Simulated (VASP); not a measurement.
Crystal: SiC (Moissanite).

```
Si C
1.0
     3.07600    0.00000    0.00000
    -1.53800    2.66389    0.00000
     0.00000    0.00000    5.04800
Si C
2 2
Direct
  0.66667 0.33333 0.50000
  0.33333 0.66667 0.00000
  0.66667 0.33333 0.88500
  0.33333 0.66667 0.38500
```

```yaml
Program: VASP 6.6.1
Task: relaxation of cell and atoms
Functional: PBEsol
Dispersion: D4
Potentials_or_basis: VASP PAW PBE potentials, release 64 (Si, C)
Cutoff: 600 eV
k_mesh: 10 × 10 × 5
Occupations: fermi-dirac, width 0.05 eV
Spin: no spin polarisation
```

At the start: pressure -1.9 GPa; volume 10.34 Å³/atom.

Question: Where does the relaxation end?

Answer: Over 8 steps the energy falls by 9.7 meV/atom and the volume is 10.24 Å³/atom (-1.0 %); space group P6_3mc (No. 186, to 0.05 Å).

The path:
```csv
step,energy change (eV),largest force (eV/Å),pressure (GPa),volume (Å³)
1,0.0000,0.7429,-1.94,41.36
2,-0.0039,0.6980,2.11,40.62
3,-0.0356,0.0696,-0.11,40.96
4,-0.0356,0.0538,-0.06,40.96
5,-0.0385,0.0159,0.35,40.89
6,-0.0386,0.0054,0.29,40.90
7,-0.0386,0.0062,-0.24,40.99
8,-0.0386,0.0007,0.01,40.95
```

Final structure:
```xyz
4
Lattice="3.0657 0.0000 0.0000 -1.5328 2.6550 0.0000 0.0000 0.0000 5.0306" Properties=species:S:1:pos:R:3 pbc="T T T"
Si    1.5328    0.8850    2.5384
Si    0.0000    1.7700    0.0231
C     1.5328    0.8850    4.4290
C     0.0000    1.7700    1.9137
```

Caveat: the PAW data sets were made with another functional, which shifts forces and pressure a little.
